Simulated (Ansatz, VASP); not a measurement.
## Two plane-wave programs on BSe

Contents of INCAR:

```
PREC     = Accurate       # precision mode
ENCUT    = 500            # plane-wave cutoff, eV
EDIFF    = 1E-7           # SCF threshold, eV
ISMEAR   = 0              # smearing method
SIGMA    = 0.1            # smearing width, eV
LREAL    = False          # projectors in reciprocal space
LASPH    = True           # aspherical terms in the spheres
NELM     = 120            # most SCF steps
ALGO     = Normal         # electronic algorithm
ISIF     = 3              # what is computed and relaxed
LWAVE    = False          # write WAVECAR
LCHARG   = False          # write CHGCAR
GGA      = PE             # functional
IBRION   = 2              # ionic algorithm
NSW      = 90             # ionic steps
EDIFFG   = -0.04          # ionic threshold
GGA_COMPAT= False        
NELMIN   = 4
```

File KPOINTS:

```
Automatic mesh
0
Gamma
  6 6 6
```

Contents of POSCAR:

```
BSe
1.0
    0.0000000000      2.5485432202      2.5485432202
    2.5485432202      0.0000000000      2.5485432202
    2.5485432202      2.5485432202      0.0000000000
B Se
1 1
Direct
    0.0000000000      0.0000000000      0.0000000000
    0.5000000000      0.5000000000      0.5000000000
```

Input for Ansatz:

```yaml
crystal:
  lattice:
    - [0.0, 2.5485432202, 2.5485432202]
    - [2.5485432202, 0.0, 2.5485432202]
    - [2.5485432202, 2.5485432202, 0.0]
  atoms:
    - { symbol: B, position: [0.0, 0.0, 0.0] }
    - { symbol: Se, position: [0.5, 0.5, 0.5] }
basis:
  ecutwfc: 420
kpoints:
  mp_grid: { grid: [6, 6, 6] }
hamiltonian:
  xc: pbe
scf:
  occupations: { method: gaussian, width: 0.1 }
  lower_state_search: "off"
output:
  forces: true
  stress: true
  eigenvalues: true
relax:
  adjacent_minimum: "off"
  f_tol: 0.04
  max_steps: 70
  cell: { stress_tol: 0.4 }
```

Alike in both runs: task relaxation of cell and atoms; functional PBE; k mesh 6 × 6 × 6; occupations gaussian, width 0.1 eV; no spin polarisation.

```csv
,VASP,Ansatz
version,VASP 6.6.1,Ansatz 0.2.0
potentials or method,"VASP PAW PBE potentials, release 64 (B, Se), cutoff 500 eV","scalar-relativistic, plane waves, PAW"
valence electrons in the cell,9,19
```

VASP gave:

```
gap on the k mesh at the Fermi level, each at its own relaxed structure (eV) : none
relaxed volume (Å³/atom)                                                     : 12.94
relaxed length of the cell vector where the two differ most in proportion (Å)              : 3.320
```

Q: What did Ansatz give for the same quantities?

A: gap on the k mesh at the Fermi level, each at its own relaxed structure (eV): none; relaxed volume (Å³/atom): 12.93; relaxed length of the cell vector where the two differ most in proportion (Å): 3.320.

A gap of «none» marks a metal or a gap that the smearing closes. VASP's potentials hold 9 valence electrons a cell and Ansatz's 19, so a difference there can come from the potentials and not from the codes.

Noted on VASP's run: the volume moved by over 15 % at a fixed basis, so the end points are rough.
